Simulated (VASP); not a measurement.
# Al (Fm-3m) in VASP: a series of runs

The runs below take Al through single point, with PBEsol, PBE, LDA.

Everything below comes from runs of VASP 6.6.1. Logs are shortened: lines on timing, memory, paths and dates and some standing lists are left out, and cuts for length are marked.

## Step 1: The cell of the first run

It takes space group Fm-3m (No. 225, cubic). The conventional cell has a = 4.048 Å, b = 4.048 Å, c = 4.048 Å, α = 90.00°, β = 90.00°, γ = 90.00°. Within 3.8 Å of Al (site symmetry m-3m) lie 12 Al at 2.86 Å.

## Step 2: Single point, PBEsol

The input, INCAR:

```
SYSTEM = Al
PREC = Accurate
ENCUT = 520
EDIFF = 1E-6
ISMEAR = -1
SIGMA = 0.05
LREAL = .FALSE.
LASPH = .TRUE.
NELM = 60
ALGO = Normal
ISIF = 2
LWAVE = .FALSE.
LCHARG = .FALSE.
GGA = PS
NBANDS = 8
```

The input, KPOINTS:

```
regular mesh
0
G
  14 14 14
  0 0 0
```

The input, POSCAR:

```
Al
1.0
    0.0000000000      2.0239800000      2.0239800000
    2.0239800000      0.0000000000      2.0239800000
    2.0239800000      2.0239800000      0.0000000000
Al
1
Direct
    0.0000000000      0.0000000000      0.0000000000
```

Potentials or basis: VASP PAW PBE potentials, release 64 (Al).

The run is started by

```
$ cat potpaw_PBE.64/Al/POTCAR > POTCAR
$ mpirun -np 1 vasp_std > vasp.out
```

OUTCAR:

```text
SYSTEM = Al
   PREC = Accurate
   ENCUT = 520
   EDIFF = 1E-6
   ISMEAR = -1
   LREAL = .FALSE.
   LASPH = .TRUE.
   NELM = 60
   ISIF = 2
   GGA = PS

 ion  position               nearest neighbor table
   1  0.000  0.000  0.000-

  LATTYP: Found a face centered cubic cell.
 ALAT       =     4.0479600000

  Lattice vectors:

 A1 = (   0.0000000000,   2.0239800000,   2.0239800000)
 A2 = (   2.0239800000,   0.0000000000,   2.0239800000)
 A3 = (   2.0239800000,   2.0239800000,   0.0000000000)

Analysis of symmetry for initial positions (statically):
=====================================================================
 Subroutine PRICEL returns:
 Original cell was already a primitive cell.

 Routine SETGRP: Setting up the symmetry group for a
 face centered cubic supercell.

 Subroutine GETGRP returns: Found 48 space group operations
 (whereof 48 operations were pure point group operations)
 out of a pool of 48 trial point group operations.

The static configuration has the point symmetry O_h .

Analysis of symmetry for dynamics (positions and initial velocities):
=====================================================================
 Subroutine PRICEL returns:
 Original cell was already a primitive cell.

 Routine SETGRP: Setting up the symmetry group for a
 face centered cubic supercell.

 Subroutine GETGRP returns: Found 48 space group operations
 (whereof 48 operations were pure point group operations)
 out of a pool of 48 trial point group operations.

The dynamic configuration has the point symmetry O_h .

 Subroutine INISYM returns: Found 48 space group operations
 (whereof 48 operations are pure point group operations),
 and found     1 'primitive' translations

----------------------------------------------------------------------------------------

                                     Primitive cell

  volume of cell :      16.5824

  direct lattice vectors                    reciprocal lattice vectors
     0.000000000  2.023980000  2.023980000    -0.247038014  0.247038014  0.247038014
     2.023980000  0.000000000  2.023980000     0.247038014 -0.247038014  0.247038014
     2.023980000  2.023980000  0.000000000     0.247038014  0.247038014 -0.247038014

  length of vectors
     2.862339966  2.862339966  2.862339966     0.427882392  0.427882392  0.427882392

  position of ions in fractional coordinates (direct lattice)
     0.000000000  0.000000000  0.000000000

  ion indices of the primitive-cell ions
   primitive index   ion index
                 1           1

----------------------------------------------------------------------------------------

 KPOINTS: regular mesh

Automatic generation of k-mesh.
 Grid dimensions read from file:
 generate k-points for:   14   14   14

 Generating k-lattice:

  Cartesian coordinates                     Fractional coordinates (reciprocal lattice)
    -0.017645572  0.017645572  0.017645572     0.071428571  0.000000000  0.000000000
     0.017645572 -0.017645572  0.017645572     0.000000000  0.071428571  0.000000000
     0.017645572  0.017645572 -0.017645572     0.000000000  0.000000000  0.071428571

  Length of vectors
     0.030563028  0.030563028  0.030563028

  Shift w.r.t. Gamma in fractional coordinates (k-lattice)
     0.000000000  0.000000000  0.000000000

 Subroutine IBZKPT returns following result:
 ===========================================

 Found    104 irreducible k-points:

 Following reciprocal coordinates:
            Coordinates               Weight
  0.000000  0.000000  0.000000      1.000000
  0.071429  0.000000  0.000000      8.000000
  0.142857  0.000000  0.000000      8.000000
  0.214286  0.000000  0.000000      8.000000
  0.285714  0.000000  0.000000      8.000000
  0.357143  0.000000  0.000000      8.000000
[... 16 lines left out ...]
  0.214286  0.142857  0.000000     24.000000
  0.285714  0.142857  0.000000     24.000000
 [... further k-points ...]
   k-points           NKPTS =    104   k-points in BZ     NKDIM =    104   number of bands    NBANDS=      8
   number of dos      NEDOS =    301   number of ions     NIONS =      1
   total plane-waves  NPLWV =  13824
   dimension x,y,z NGX =    24 NGY =   24 NGZ =   24
   dimension x,y,z NGXF=    48 NGYF=   48 NGZF=   48
   ions per type =               1
   NGX,Y,Z   is equivalent  to a cutoff of  13.94, 13.94, 13.94 a.u.
   NGXF,Y,Z  is equivalent  to a cutoff of  27.88, 27.88, 27.88 a.u.
 SYSTEM =  Al
   PREC   = accura    normal or accurate (medium, high low for compatibility)
   ISTART =      0    job   : 0-new  1-cont  2-samecut
   ICHARG =      2    charge: 1-file 2-atom 10-const
   ISPIN  =      1    spin polarized calculation?
   LNONCOLLINEAR =      F non collinear calculations
   LSORBIT =      F    spin-orbit coupling
   LASPH  =      T    aspherical Exc in radial PAW
   ENCUT  =  520.0 eV  38.22 Ry    6.18 a.u.   5.32  5.32  5.32*2*pi/ulx,y,z
   NELM   =     60;   NELMIN=  2; NELMDL= -5     # of ELM steps
   EDIFF  = 0.1E-05   stopping-criterion for ELM
   LREAL  =      F    real-space projection
   EDIFFG = 0.1E-04   stopping-criterion for IOM
   NSW    =      0    number of steps for IOM
   IBRION =     -1    ionic relax: 0-MD 1-quasi-New 2-CG
   NFREE  =      0    steps in history (QN), initial steepest desc. (CG)
   ISIF   =      2    stress and relaxation
   ISYM   =      2    0-nonsym 1-usesym 2-fastsym
   POTIM  = 0.5000    time-step for ionic-motion
   TEBEG  =    0.0;   TEEND  =   0.0 temperature during run
   PSTRESS=    0.0 pullay stress
   NELECT =       3.0000    total number of electrons
   NUPDOWN=      -1.0000    fix difference up-down
   EMIN   =  10.00;   EMAX   =-10.00  energy-range for DOS
   EFERMI =   0.00;   METHOD = LEGACY
   ISMEAR =    -1;   SIGMA  =   0.05  broadening in eV -4-tet -1-fermi 0-gaus
   EFERMI_NEDOS =   21; number of points for ismear=-14 and -15
   IALGO  =     38    algorithm
   IMIX   =      4    mixing-type and parameters
     AMIX     =   0.40;   BMIX     =  1.00
     AMIX_MAG =   1.60;   BMIX_MAG =  1.00
  volume/ion in A,a.u.               =      16.58       111.90
  Fermi-wavevector in a.u.,A,eV,Ry     =   0.925903  1.749704 11.664236  0.857297
  Thomas-Fermi vector in A             =   2.051808
   LORBIT       =      0    0 simple, 1 ext, 2 COOP (PROOUT), +10 PAW based schemes
   GGA     = PS    functional components
   LHFCALC =     F    Hartree Fock is set to
   AEXX    =    0.0000 exact exchange contribution
   IVDW    =     0    specifies the selected vdW correction
   LEPSILON=     F    determine dielectric tensor
   LRPA    =     F    only Hartree local field effects (RPA)
 non-spin polarized calculation
  energy-cutoff  :      520.00
  volume of cell :       16.58
 maximum number of plane-waves:       459
 NGX is ok and might be reduce to    24
   NGX = 11   NGY = 11   NGZ = 11

 number of electron       3.0000000 magnetization

 Free energy of the ion-electron system (eV)
  ---------------------------------------------------
  ext. energy  EPLUGINS =         0.00000000
  ---------------------------------------------------
  free energy    TOTEN  =        -4.08407485 eV

  energy without entropy =       -4.07989373  energy(sigma->0) =       -4.08198429

 E-fermi :   7.8668     XC(G=0): -10.2391

 val. band max:        7.8636512007   @ k =  -0.3571   0.4286   0.2143
 cond. band min:       7.9092608695   @ k =   0.5000   0.2857   0.0000
 fundamental gap:      0.0456096688
 Fermi energy:         7.8667517539

 k-point     1 :       0.0000    0.0000    0.0000
  band No.  band energies     occupation
      1      -3.1977      2.00000
      2      20.4651      0.00000
      3      20.4651      0.00000
      4      20.4651      0.00000
      5      21.9184      0.00000
      6      21.9184      0.00000
      7      21.9184      0.00000
      8      24.3450      0.00000

 k-point     2 :       0.0714    0.0000    0.0000
  band No.  band energies     occupation
      1      -3.0595      2.00000
      2      18.3316      0.00000
      3      20.0032      0.00000
      4      20.0032      0.00000
      5      22.5791      0.00000
      6      22.5928      0.00000
      7      22.5928      0.00000
      8      25.7224      0.00000

 k-point     3 :       0.1429    0.0000    0.0000
  band No.  band energies     occupation
      1      -2.6458      2.00000
      2      15.4586      0.00000
      3      19.3688      0.00000
      4      19.3688      0.00000
      5      22.5008      0.00000
      6      23.7124      0.00000
      7      23.7124      0.00000
      8      25.2094      0.00000

 k-point     4 :       0.2143    0.0000    0.0000
  band No.  band energies     occupation
      1      -1.9589      2.00000
      2      12.6596      0.00000
      3      18.9031      0.00000
      4      18.9031      0.00000
      5      22.2785      0.00000
      6      23.2164      0.00000
      7      23.2164      0.00000
      8      25.8393      0.00000

 k-point     5 :       0.2857    0.0000    0.0000
  band No.  band energies     occupation
      1      -1.0029      2.00000
      2      10.0300      0.00000
      3      18.6527      0.00000
      4      18.6527      0.00000
      5      21.9560      0.00000
      6      21.9560      0.00000
      7      22.1553      0.00000
      8      25.9572      0.00000

 k-point     6 :       0.3571    0.0000    0.0000
  band No.  band energies     occupation
      1       0.2171      2.00000
      2       7.6040      1.98960
      3      18.6286      0.00000
      4      18.6286      0.00000
      5      20.8436      0.00000
      6      20.8436      0.00000
      7      22.2201      0.00000
      8      24.7955      0.00000

 k-point     7 :       0.4286    0.0000    0.0000
  band No.  band energies     occupation
      1       1.6940      2.00000
      2       5.4004      2.00000
      3      18.8345      0.00000
      4      18.8345      0.00000
      5      19.9456      0.00000
      6      19.9456      0.00000
      7      22.5106      0.00000
      8      23.8141      0.00000

 k-point     8 :       0.5000    0.0000    0.0000
  band No.  band energies     occupation
      1       3.3234      2.00000
      2       3.5284      2.00000
      3      19.2384      0.00000
      4      19.2384      0.00000
      5      19.3099      0.00000
      6      19.3099      0.00000
      7      22.9851      0.00000
      8      23.1044      0.00000

 k-point     9 :       0.0714    0.0714    0.0000
  band No.  band energies     occupation
      1      -3.0135      2.00000
      2      19.0403      0.00000
      3      19.0403      0.00000
      4      19.3448      0.00000
      5      21.4898      0.00000
      6      23.6114      0.00000
      7      23.6114      0.00000
      8      25.1522      0.00000

 k-point    10 :       0.1429    0.0714    0.0000
  band No.  band energies     occupation
      1      -2.6917      2.00000
      2      16.4710      0.00000
      3      18.2544      0.00000
      4      19.4209      0.00000
      5      21.7678      0.00000
      6      23.4692      0.00000
      7      24.0090      0.00000
      8      24.8148      0.00000
[... 78 lines left out ...]
 k-point    18 :      -0.2857    0.0714    0.0000
  band No.  band energies     occupation
      1      -0.5046      2.00000
      2       9.3034      0.00000
      3      16.3904      0.00000
      4      20.0684      0.00000
      5      20.3406      0.00000
      6      21.8461      0.00000
      7      23.0701      0.00000
      8      26.7373      0.00000

 k-point    19 :      -0.2143    0.0714    0.0000
  band No.  band energies     occupation
      1      -1.5484      2.00000
      2      11.8545      0.00000
      3      16.5883      0.00000
      4      20.3331      0.00000
      5      21.4915      0.00000
      6      22.9901      0.00000
      7      23.2207      0.00000
      8      25.0450      0.00000

 k-point    20 :      -0.1429    0.0714    0.0000
  band No.  band energies     occupation
      1      -2.3249      2.00000
      2      14.5625      0.00000
      3      17.0398      0.00000
      4      20.6717      0.00000
      5      22.6119      0.00000
      6      23.1863      0.00000
      7      23.7571      0.00000
      8      24.4325      0.00000

 k-point    21 :      -0.0714    0.0714    0.0000
  band No.  band energies     occupation
      1      -2.8296      2.00000
      2      17.1265      0.00000
      3      17.9489      0.00000
      4      20.8232      0.00000
      5      22.1357      0.00000
      6      23.0721      0.00000
      7      23.8584      0.00000
      8      24.8731      0.00000

 k-point    22 :       0.1429    0.1429    0.0000
  band No.  band energies     occupation
      1      -2.4623      2.00000
      2      17.3646      0.00000
      3      17.3646      0.00000
      4      17.5913      0.00000
      5      20.4967      0.00000
      6      21.5425      0.00000
      7      26.0477      0.00000
      8      26.0477      0.00000

 k-point    23 :       0.2143    0.1429    0.0000
  band No.  band energies     occupation
      1      -1.9589      2.00000
      2      14.8346      0.00000
      3      16.7067      0.00000
      4      17.9481      0.00000
      5      19.7482      0.00000
      6      20.7385      0.00000
      7      26.5587      0.00000
      8      26.8565      0.00000

 k-point    24 :       0.2857    0.1429    0.0000
  band No.  band energies     occupation
      1      -1.1845      2.00000
      2      12.1620      0.00000
      3      16.2827      0.00000
      4      17.8199      0.00000
      5      18.2270      0.00000
      6      22.0874      0.00000
      7      25.9870      0.00000
      8      26.5622      0.00000

 [... further k-points ...]
[... 5 lines left out ...]
  --------------------------------------------------------------------------------------
  -------------------------------------------------------------------------------------
  Total       -0.2127556     -0.2127556     -0.2127556      0.0000000      0.0000000     -0.0000000
  in kB      -20.5562059    -20.5562059    -20.5562059      0.0000000      0.0000000     -0.0000000
  external PRESSURE =     -20.5562059 kB  Pullay stress =       0.0000000 kB

 VOLUME and BASIS-vectors are now :
 -----------------------------------------------------------------------------
  energy-cutoff  :      520.00
  volume of cell :       16.58
      direct lattice vectors                 reciprocal lattice vectors
     0.000000000  2.023980000  2.023980000    -0.247038014  0.247038014  0.247038014
     2.023980000  0.000000000  2.023980000     0.247038014 -0.247038014  0.247038014
     2.023980000  2.023980000  0.000000000     0.247038014  0.247038014 -0.247038014

 POSITION                                       TOTAL-FORCE (eV/Angst)
 -----------------------------------------------------------------------------------
      0.00000      0.00000      0.00000         0.000000     -0.000000     -0.000000
 -----------------------------------------------------------------------------------
    total drift:                                0.000000     -0.000000     -0.000000

  FREE ENERGIE OF THE ION-ELECTRON SYSTEM (eV)
  ---------------------------------------------------
  free  energy   TOTEN  =        -4.0840748453 eV

  energy  without entropy=       -4.0798937267  energy(sigma->0) =       -4.08198429
```

Wall time 5.6 s (1 thread of Intel Xeon 6975P-C, shared host); peak memory 0.13 GiB.

Results:

```yaml
Free_energy: -4.0841 eV
Pressure: -2.1 GPa
```

Levels at points of the mesh, in eV from the Fermi level:
```csv
k point,band 1,band 2,band 3,band 4
"(0.00, 0.00, 0.00)",-11.06,12.60,12.60,12.60
"(0.50, 0.00, 0.00)",-4.54,-4.34,11.37,11.37
"(0.50, 0.50, 0.00)",-2.88,-1.58,5.28,5.59
```

Caveat: the PAW data sets were made with another functional, which shifts forces and pressure a little.

## Step 3: Single point, PBE

The input, INCAR:

```
SYSTEM = Al
  PREC = Accurate
  ENCUT = 520
  EDIFF = 1E-6
  ISMEAR = -1
  SIGMA = 0.05
  LREAL = .FALSE.
  LASPH = .TRUE.
  NELM = 100
  ALGO = Normal
  ISIF = 2
  LWAVE = .FALSE.
  LCHARG = .FALSE.
  GGA = PE
  NBANDS = 8
```

The input, KPOINTS:

```
Automatic mesh
0
G
  14 14 14
  0 0 0
```

POSCAR is that of step 2.

Potentials or basis: VASP PAW PBE potentials, release 64 (Al).

The run is started by

```
$ cat potpaw_PBE.64/Al/POTCAR > POTCAR
$ mpirun -np 1 vasp_std > vasp.out
```

It took 9 s on 1 thread of Intel Xeon 6975P-C, shared host; peak memory 0.13 GiB.

The run converged. Its results:

* Free energy: -3.7400 eV
* Pressure: -0.6 GPa

Levels at points of the mesh, in eV from the Fermi level:
```csv
k point,band 1,band 2,band 3,band 4
"(0.00, 0.00, 0.00)",-11.07,12.62,12.62,12.62
"(0.50, 0.00, 0.00)",-4.54,-4.34,11.38,11.38
"(0.50, 0.50, 0.00)",-2.88,-1.57,5.29,5.60
```

## Step 4: Single point, PBEsol

The input, INCAR:

```
SYSTEM = Al
PREC = Accurate
ENCUT = 520
EDIFF = 1E-6
ISMEAR = -4
SIGMA = 0.1
LREAL = .False.
LASPH = .True.
NELM = 100
ALGO = Normal
ISIF = 2
LWAVE = .False.
LCHARG = .False.
GGA = PS
NBANDS = 8
```

The input, KPOINTS:

```
Automatic mesh
0
Gamma
  14 14 14
  0 0 0
```

POSCAR is that of step 3.

The run is started by

```
$ cat potpaw_PBE.64/Al/POTCAR > POTCAR
$ mpirun -np 1 vasp_std > vasp.out
```

Wall time 7.3 s (1 thread of Intel Xeon 6975P-C, shared host); peak memory 0.14 GiB.

The run converged. Its results:

| Item | Value |
| --- | --- |
| Free energy | -4.0109 eV |
| Pressure | -2.1 GPa |

Levels at points of the mesh, in eV from the Fermi level:
| k point | band 1 | band 2 | band 3 | band 4 |
| --- | --- | --- | --- | --- |
| (0.00, 0.00, 0.00) | -11.12 | 12.54 | 12.54 | 12.54 |
| (0.50, 0.00, 0.00) | -4.60 | -4.40 | 11.31 | 11.31 |
| (0.50, 0.50, 0.00) | -2.94 | -1.64 | 5.22 | 5.53 |

Caveat: the PAW data sets were made with another functional, which shifts forces and pressure a little.

## Step 5: Single point, LDA

This run uses another cell than the first one, of 15.92 Å³/atom, 0.960 times its volume.

The input, INCAR:

```
SYSTEM = Al
PREC = Accurate
ENCUT = 520
EDIFF = 1E-6
ISMEAR = 1
SIGMA = 0.05
LREAL = .FALSE.
LASPH = .TRUE.
NELM = 100
ALGO = Normal
ISIF = 2
LWAVE = .FALSE.
LCHARG = .FALSE.
ISYM = 0
NBANDS = 8
```

The input, KPOINTS:

```
Automatic mesh
0
Gamma
  14 14 14
  0.5 0.5 0.5
```

The input, POSCAR:

```
Al
1.0
    0.0000000000      1.9966255657      1.9966255657
    1.9966255657      0.0000000000      1.9966255657
    1.9966255657      1.9966255657      0.0000000000
Al
1
Direct
    0.0000000000      0.0000000000      0.0000000000
```

Potentials or basis: VASP PAW LDA potentials, release 64 (Al).

The run is started by

```
$ cat potpaw_LDA.64/Al/POTCAR > POTCAR
$ mpirun -np 1 vasp_std > vasp.out
```

Run time: 4.7 min. Hardware: 1 thread of Intel Xeon 6975P-C, shared host; peak memory 0.65 GiB.

The run converged. Its results:

| Property | Result |
| --- | --- |
| Free energy | -4.1893 eV |
| Pressure | -0.4 GPa |

Levels at points of the mesh, in eV from the Fermi level:
```csv
k point,band 1,band 2,band 3,band 4,band 5,band 6
"(0.04, 0.04, 0.04)",-11.33,11.97,12.60,12.60,14.54,14.54
```

## Step 6: Summary

| level | potentials or basis | cell | k mesh | smearing | gap on the mesh (eV) | pressure (GPa) |
| --- | --- | --- | --- | --- | --- | --- |
| PBEsol | VASP PAW PBE potentials, release 64 (Al) | a = 2.862 Å, angles 60.0°, 1 atom | 14 × 14 × 14 | fermi-dirac 0.05 eV | none | -2.1 |
| PBE | VASP PAW PBE potentials, release 64 (Al) | a = 2.862 Å, angles 60.0°, 1 atom | 14 × 14 × 14 | fermi-dirac 0.05 eV | none | -0.6 |
| PBEsol | VASP PAW PBE potentials, release 64 (Al) | a = 2.862 Å, angles 60.0°, 1 atom | 14 × 14 × 14 | tetrahedron | none | -2.1 |
| LDA | VASP PAW LDA potentials, release 64 (Al) | a = 2.824 Å, angles 60.0°, 1 atom | 14 × 14 × 14, shifted | methfessel-paxton 0.05 eV | none | -0.4 |

Alike in all rows: task single point; no spin polarisation; cutoff (eV) 520.

Caveats: the PAW data sets were made with another functional, which shifts forces and pressure a little (some runs).

Total energies depend on the potentials used, so only differences within one code and one set of settings carry meaning.
